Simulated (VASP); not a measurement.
# WSe2 in VASP: notebook, part 2 of 2

VASP 6.6.1. Earlier steps stand in the parts before.

## 3. Single point, PBE+D3(BJ)

Input file INCAR:

```
  ALGO = Normal
  DIPOL = 0.5 0.5 0.500
  EDIFF = 1E-6
  ENCUT = 520
  GGA = PE
  IDIPOL = 3
  ISIF = 2
  ISMEAR = 0
  IVDW = 12
  LASPH = T
  LCHARG = F
  LDIPOL = T
  LREAL = F
  LWAVE = F
  NBANDS = 20
  NELM = 100
  PREC = Accurate
  SIGMA = 0.02
```

Input file KPOINTS:

```
k-points
0
Gamma
  9 9 1
```

Input file POSCAR:

```
WSe2
1.0
    3.2420000000      0.0000000000      0.0000000000
   -1.6210000000      2.8076543591      0.0000000000
    0.0000000000      0.0000000000     32.7373831004
Se W
2 1
Direct
    0.3333333333      0.6666666667      0.4458570041
    0.3333333333      0.6666666667      0.5541429959
    0.6666666667      0.3333333333      0.5000000000
```

Potentials or basis: VASP PAW PBE potentials, release 64 (Se, W_sv).

Launch:

```sh
> cat potpaw_PBE.64/Se/POTCAR potpaw_PBE.64/W_sv/POTCAR > POTCAR
> mpirun -np 1 vasp_std > vasp.out
```

OUTCAR:

```text
EDIFF = 1E-6
   ENCUT = 520
   GGA = PE
   ISIF = 2
   ISMEAR = 0
   IVDW = 12
   LASPH = T
   LREAL = F
   NELM = 100
   PREC = Accurate
 IVDW          = 12

 ion  position               nearest neighbor table
   1  0.333  0.667  0.446-   3 2.58   3 2.58   3 2.58
   2  0.333  0.667  0.554-   3 2.58   3 2.58   3 2.58
   3  0.667  0.333  0.500-   1 2.58   2 2.58   1 2.58   2 2.58   1 2.58   2 2.58

  LATTYP: Found a hexagonal cell.
 ALAT       =     3.2420000000
 C/A-ratio  =    10.0978973166

  Lattice vectors:

 A1 = (   3.2420000000,   0.0000000000,   0.0000000000)
 A2 = (  -1.6210000000,   2.8076543591,   0.0000000000)
 A3 = (   0.0000000000,   0.0000000000,  32.7373831004)

Analysis of symmetry for initial positions (statically):
=====================================================================
 Subroutine PRICEL returns:
 Original cell was already a primitive cell.

 Routine SETGRP: Setting up the symmetry group for a
 hexagonal supercell.

 Subroutine GETGRP returns: Found 12 space group operations
 (whereof 12 operations were pure point group operations)
 out of a pool of 24 trial point group operations.

The static configuration has the point symmetry D_3h.

Analysis of symmetry for dynamics (positions and initial velocities):
=====================================================================
 Subroutine PRICEL returns:
 Original cell was already a primitive cell.

 Routine SETGRP: Setting up the symmetry group for a
 hexagonal supercell.

 Subroutine GETGRP returns: Found 12 space group operations
 (whereof 12 operations were pure point group operations)
 out of a pool of 24 trial point group operations.

The dynamic configuration has the point symmetry D_3h.

 Subroutine INISYM returns: Found 12 space group operations
 (whereof 12 operations are pure point group operations),
 and found     1 'primitive' translations
[... 104 lines left out ...]
     AMIX_MAG =   1.60;   BMIX_MAG =  1.00
  volume/ion in A,a.u.               =      99.33       670.31
  Fermi-wavevector in a.u.,A,eV,Ry     =   0.726104  1.372138  7.173367  0.527228
  Thomas-Fermi vector in A             =   1.816994
   LORBIT       =      0    0 simple, 1 ext, 2 COOP (PROOUT), +10 PAW based schemes
   GGA     = PE    functional components
   LHFCALC =     F    Hartree Fock is set to
   AEXX    =    0.0000 exact exchange contribution
   IVDW    =    12    specifies the selected vdW correction
   LEPSILON=     F    determine dielectric tensor
   LRPA    =     F    only Hartree local field effects (RPA)
 non-spin polarized calculation
 Gauss-broadening in eV      SIGMA  =   0.02
  energy-cutoff  :      520.00
  volume of cell :      297.99
 maximum number of plane-waves:      8112
   NGX = 13   NGY = 13   NGZ =121

 number of electron      26.0000006 magnetization

 dipolmoment           0.000000      0.000000      0.000000 electrons x Angstroem

 Free energy of the ion-electron system (eV)
  ---------------------------------------------------
  ext. energy  EPLUGINS =         0.00000000
  ---------------------------------------------------
  free energy    TOTEN  =       -21.50913752 eV

  energy without entropy =      -21.50913752  energy(sigma->0) =      -21.50913752

 E-fermi :  -2.4321     XC(G=0):  -2.5452

 val. band max:       -2.6970158251   @ k =   0.3333   0.3333   0.0000
 cond. band min:      -1.2680410809   @ k =   0.2222   0.1111   0.0000
 fundamental gap:      1.4289747443
 Fermi energy:        -2.4321061380

 k-point     1 :       0.0000    0.0000    0.0000
  band No.  band energies     occupation
      1     -76.7852      2.00000
      2     -41.0344      2.00000
      3     -40.8386      2.00000
      4     -40.8386      2.00000
      5     -17.4345      2.00000
      6     -16.4150      2.00000
[... 265 lines left out ...]
     19       3.8812      0.00000
     20       5.7758      0.00000

------------------------ aborting loop because EDIFF is reached ----------------------------------------

 vacuum level on the upper side and lower side of the slab       (xc-potential included)        -0.040        -0.040

 Edisp (eV)   -1.01963

 E8    (eV) :    -0.4839

  FORCE on cell =-STRESS in cart. coord.  units (eV):
  Direction    XX          YY          ZZ          XY          YZ          ZX
  --------------------------------------------------------------------------------------
  -------------------------------------------------------------------------------------
  Total      -0.12764    -0.12764    -3.88847     0.00000     0.00000    -0.00000
  in kB      -0.68627    -0.68627   -20.90686     0.00000     0.00000    -0.00000
  external pressure =       -7.43 kB  Pullay stress =        0.00 kB

 VOLUME and BASIS-vectors are now :
 -----------------------------------------------------------------------------
  energy-cutoff  :      520.00
  volume of cell :      297.99
      direct lattice vectors                 reciprocal lattice vectors
     3.242000000  0.000000000  0.000000000     0.308451573  0.178084599  0.000000000
    -1.621000000  2.807654359  0.000000000     0.000000000  0.356169198  0.000000000
     0.000000000  0.000000000 32.737383100     0.000000000  0.000000000  0.030546119

 POSITION                                       TOTAL-FORCE (eV/Angst)
 -----------------------------------------------------------------------------------
     -0.00000      1.87177     14.59619         0.000000      0.000000      1.093575
     -0.00000      1.87177     18.14119         0.000000      0.000000     -1.093575
      1.62100      0.93588     16.36869        -0.000000      0.000000      0.000000
 -----------------------------------------------------------------------------------
    total drift:                               -0.000000      0.000000      0.000000

  FREE ENERGIE OF THE ION-ELECTRON SYSTEM (eV)
  ---------------------------------------------------
  free  energy   TOTEN  =       -22.5287642018 eV

  energy  without entropy=      -22.5287642018  energy(sigma->0) =      -22.52876420

 vacuum level on the upper side and lower side of the slab         2.220         2.220
```

It took 98 s on 1 thread of AMD EPYC 9R45 (Zen 5), shared host; peak memory 0.35 GiB.

What came out:

| Quantity | Value |
| --- | --- |
| Free energy | -22.5288 eV |
| Largest force | 1.094 eV/Å |
| Band gap on the k mesh | 1.43 eV, indirect (least direct gap 1.99 eV) |
| Dispersion energy per atom | -0.340 eV |

Forces on the atoms (eV/Å):
```
Se   0.000  0.000  1.094
Se   0.000  0.000 -1.094
W    0.000  0.000  0.000
```

Levels at points of the mesh, in eV from the valence-band top:
```
           k point  band 11  band 12  band 13  band 14  band 15  band 16
(0.00, 0.00, 0.00)    -0.81    -0.78    -0.78     3.04     3.04     3.05
```

Caveat: spin-orbit coupling is left out, which moves the levels of the heavy elements.

## 4. Single point, PBE+D3(BJ)

Input file INCAR:

```
  ALGO = Normal
  DIPOL = 0.5 0.5 0.500
  EDIFF = 1E-7
  ENCUT = 520
  GGA = PE
  IDIPOL = 3
  ISIF = 2
  ISMEAR = 0
  IVDW = 12
  LASPH = True
  LCHARG = False
  LDIPOL = True
  LREAL = False
  LWAVE = False
  NBANDS = 20
  NELM = 60
  PREC = Accurate
  SIGMA = 0.02
```

KPOINTS is that of step 3.

Input file POSCAR:

```
WSe2
1.0
    3.2420000000      0.0000000000      0.0000000000
   -1.6210000000      2.8076543591      0.0000000000
    0.0000000000      0.0000000000     32.7373831004
Se W
2 1
Direct
    0.3333333333      0.6666666667      0.4503167374
    0.3333333333      0.6666666667      0.5496832626
    0.6666666667      0.3333333333      0.5000000000
```

Launch:

```sh
> cat potpaw_PBE.64/Se/POTCAR potpaw_PBE.64/W_sv/POTCAR > POTCAR
> mpirun -np 1 vasp_std > vasp.out
```

Run time: 92 s. Hardware: 1 thread of AMD EPYC 9R45 (Zen 5), shared host; peak memory 0.36 GiB.

Results (log left out):

```
Free energy                : -22.4933 eV
Largest force              : 1.506 eV/Å
Band gap on the k mesh     : 1.68 eV, direct
Dispersion energy per atom : -0.351 eV
```

Forces on the atoms (eV/Å):
```
Se   0.000  0.000 -1.506
Se   0.000  0.000  1.506
W    0.000  0.000  0.000
```

Levels at points of the mesh, in eV from the valence-band top:
```tsv
k point	band 11	band 12	band 13	band 14	band 15	band 16
(0.00, 0.00, 0.00)	-1.30	-1.30	-0.31	3.21	3.21	3.50
```

Caveat: spin-orbit coupling is left out, which moves the levels of the heavy elements.

## 5. Single point, PBE+D3(BJ)

Input file INCAR:

```
  PREC = Accurate
  ENCUT = 520
  EDIFF = 1E-6
  ISMEAR = 0
  SIGMA = 0.02
  LREAL = F
  LASPH = T
  NELM = 60
  ALGO = Normal
  ISIF = 2
  LWAVE = F
  LCHARG = F
  LDIPOL = T
  IDIPOL = 3
  DIPOL = 0.5 0.5 0.500
  GGA = PE
  IVDW = 12
  NBANDS = 20
```

Input file KPOINTS:

```
regular mesh
0
Gamma
  9 9 1
```

Input file POSCAR:

```
WSe2
1.0
    3.2420000000      0.0000000000      0.0000000000
   -1.6210000000      2.8076543591      0.0000000000
    0.0000000000      0.0000000000     32.7373831004
Se W
2 1
Direct
    0.3333333333      0.6666666667      0.4485450625
    0.3333333333      0.6666666667      0.5514549375
    0.6666666667      0.3333333333      0.5000000000
```

Launch:

```sh
> cat potpaw_PBE.64/Se/POTCAR potpaw_PBE.64/W_sv/POTCAR > POTCAR
> mpirun -np 1 vasp_std > vasp.out
```

Wall time 71 s (1 thread of AMD EPYC 9R45 (Zen 5), shared host); peak memory 0.38 GiB.

It converged, with:

```yaml
Free_energy: -22.5993 eV
Largest_force: 0.352 eV/Å
Band_gap_on_the_k_mesh: 1.72 eV, indirect (least direct gap 1.82 eV)
Dispersion_energy_per_atom: -0.347 eV
```

Forces on the atoms (eV/Å):
```
Se   0.000  0.000 -0.352
Se   0.000  0.000  0.352
W    0.000  0.000  0.000
```

Levels at points of the mesh, in eV from the valence-band top:
| k point | band 10 | band 11 | band 12 | band 13 | band 14 | band 15 | band 16 | band 17 |
| --- | --- | --- | --- | --- | --- | --- | --- | --- |
| (0.00, 0.00, 0.00) | -2.28 | -1.10 | -1.10 | -0.53 | 3.13 | 3.13 | 3.29 | 3.29 |

Caveat: spin-orbit coupling is left out, which moves the levels of the heavy elements.

## 6. Single point, PBE+D3(BJ)

Input file INCAR:

```
  PREC = Accurate
  ENCUT = 520
  EDIFF = 1E-6
  ISMEAR = 0
  SIGMA = 0.02
  LREAL = False
  LASPH = True
  NELM = 100
  ALGO = Normal
  ISIF = 2
  LWAVE = False
  LCHARG = True
  LDIPOL = True
  IDIPOL = 3
  DIPOL = 0.5 0.5 0.500
  GGA = PE
  IVDW = 12
  LELF = True
  LVHAR = True
  LVACPOTAV = True
  NBANDS = 20
```

Input file KPOINTS:

```
Automatic mesh
0
Gamma
  9 9 1
```

Input file POSCAR:

```
WSe2
1.0
    3.2420000000      0.0000000000      0.0000000000
   -1.6210000000      2.8076543591      0.0000000000
    0.0000000000      0.0000000000     32.7373831004
Se W
2 1
Direct
    0.3333333333      0.6666666667      0.4467581146
    0.3333333333      0.6666666667      0.5532418854
    0.6666666667      0.3333333333      0.5000000000
```

Potentials or basis: VASP PAW PBE potentials, release 64 (Se, W_sv).

Launch:

```sh
> cat potpaw_PBE.64/Se/POTCAR potpaw_PBE.64/W_sv/POTCAR > POTCAR
> mpirun -np 1 vasp_std > vasp.out
```

Run time: 82 s. Hardware: 1 thread of AMD EPYC 9R45 (Zen 5), shared host; peak memory 0.38 GiB.

The run converged. Its results:

```
Free energy                            : -22.5803 eV
Largest force                          : 0.647 eV/Å
Band gap on the k mesh                 : 1.52 eV, indirect (least direct gap 1.94 eV)
Dispersion energy per atom             : -0.342 eV
Ionisation potential of the upper face : 4.96 eV
```

Forces on the atoms (eV/Å):
```
Se   0.000  0.000  0.647
Se   0.000  0.000 -0.647
W    0.000  0.000  0.000
```

Levels at points of the mesh, in eV from the valence-band top:
```
           k point  band 11  band 12  band 13  band 14  band 15  band 16
(0.00, 0.00, 0.00)    -0.89    -0.89    -0.72     3.07     3.07     3.12
```

Caveat: spin-orbit coupling is left out, which moves the levels of the heavy elements.
